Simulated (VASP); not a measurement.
Bi: single point with PBEsol

The system is Bi.

```xyz
2
Lattice="3.3898 0.0000 0.0000 -1.6949 2.9357 0.0000 0.0000 0.0000 5.5587" Properties=species:S:1:pos:R:3 pbc="T T T"
Bi    0.0000    1.9571    1.3897
Bi    1.6949    0.9786    4.1690
```

This isn't the form of Bi at room conditions, which is rhombohedral.

```yaml
Program: VASP 6.6.1
Task: single point
Functional: PBEsol
Potentials_or_basis: VASP PAW PBE potentials, release 64 (Bi_d)
Cutoff: 520 eV
k_mesh: 12 × 12 × 6
Occupations: fermi-dirac, width 0.1 eV
Spin: no spin polarisation
Dipole_correction: no
Further_INCAR_settings: ALGO = Normal; EDIFF = 1e-06; NBANDS = 22
```

| Property | Result |
| --- | --- |
| Pressure | 5.9 GPa |
| Band gap on the k mesh | zero (bands 15 and 16 overlap by 8.03 eV) |

Stress tensor (GPa, compression positive):
```
5.65 0.00 0.00
0.00 5.65 0.00
0.00 0.00 6.32
```

Levels at points of the mesh, in eV from the Fermi level:
```csv
k point,band 11,band 12,band 13,band 14,band 15,band 16,band 17,band 18,band 19,band 20
"(0.00, 0.00, 0.00)",-14.50,-11.01,-6.06,3.92,3.92,5.74,5.74,5.81,7.59,8.29
"(0.50, 0.00, 0.00)",-11.11,-9.87,-4.92,-3.39,-2.29,0.09,0.38,3.89,4.94,7.28
"(0.00, 0.00, 0.50)",-13.29,-13.29,-1.14,-1.14,4.78,4.78,4.78,4.78,8.33,8.33
"(0.50, 0.00, 0.50)",-10.37,-10.37,-5.53,-5.53,1.75,1.75,1.76,1.76,5.75,5.75
```

Run time: 30 s on 1 thread of Intel(R) Xeon(R) 6975P-C (Granite Rapids) (shared host), peak memory 0.21 GiB.

Caveat: the cell stands under pressure; the PAW data sets were made with another functional, which shifts forces and pressure a little; spin-orbit coupling is left out, which moves the levels of the heavy elements.
